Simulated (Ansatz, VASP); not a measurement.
## One calculation of BN, two programs

```
B N
1.0
     0.00000    1.81351    1.81351
     1.81351    0.00000    1.81351
     1.81351    1.81351    0.00000
B N
1 1
Direct
  0.00000 0.00000 0.00000
  0.75000 0.75000 0.75000
```

Change from the starting cell: volume scaled by 1.01.

Alike in both runs: task single point; functional PBEsol; k mesh 13 × 13 × 13; occupations fermi-dirac, width 0.03 eV; no spin polarisation.

|  | VASP | Ansatz |
| --- | --- | --- |
| version | VASP 6.6.1 | Ansatz 0.2.0 |
| potentials or method | VASP PAW PBE potentials, release 64 (B, N), cutoff 520 eV | all-electron LAPW, scalar-relativistic |

Ansatz gave:

| Item | Value |
| --- | --- |
| gap on the k mesh at the Fermi level (eV) | 4.35 |
| pressure (GPa) | -6.6 |

What did VASP give for the same quantities?

gap on the k mesh at the Fermi level (eV): 4.34; pressure (GPa): -6.0.

VASP's potentials were made for PBE, not for PBEsol. Ansatz ran all-electron here, and VASP with PAW potentials.
